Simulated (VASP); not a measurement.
A run of VASP 6.6.1 is set up as follows.

Contents of INCAR:

```
SYSTEM = Hf
PREC     = Accurate       ! precision mode
ENCUT    = 520            ! plane-wave cutoff, eV
EDIFF    = 1E-6           ! SCF threshold, eV
ISMEAR   = 0              ! smearing method
SIGMA    = 0.018000000000000002 ! smearing width, eV
LREAL    = .False.        ! projectors in reciprocal space
LASPH    = .True.         ! aspherical terms in the spheres
NELM     = 60             ! most SCF steps
ALGO     = Fast           ! electronic algorithm
ISIF     = 2              ! what is computed and relaxed
LWAVE    = .False.        ! write WAVECAR
LCHARG   = .True.         ! write CHGCAR
GGA      = PE             ! functional
LELF     = .True.         ! ELF
LVHAR    = .True.       
NBANDS   = 17             ! bands
```

KPOINTS

```
Automatic mesh
0
Gamma
  10 10 5
  0 0 0
```

POSCAR

```
Hf
1.0
    3.1967000000      0.0000000000      0.0000000000
   -1.5983500000      2.7684234083      0.0000000000
    0.0000000000      0.0000000000      5.0578000000
Hf
2
Direct
    0.6666666667      0.3333333333      0.7500000000
    0.3333333333      0.6666666667      0.2500000000
```

Potentials or basis: VASP PAW PBE potentials, release 64 (Hf_pv).

The run is started by

```sh
$ cat potpaw_PBE.64/Hf_pv/POTCAR > POTCAR
$ mpirun -np 1 vasp_std > vasp.out
```

(1) Predict the pressure.

(2) Predict the band gap on the k mesh.

Results:

(1) 0.3 GPa.

(2) zero (bands 10 and 11 overlap by 1.50 eV).

Caveat: spin-orbit coupling is left out, which moves the levels of the heavy elements.
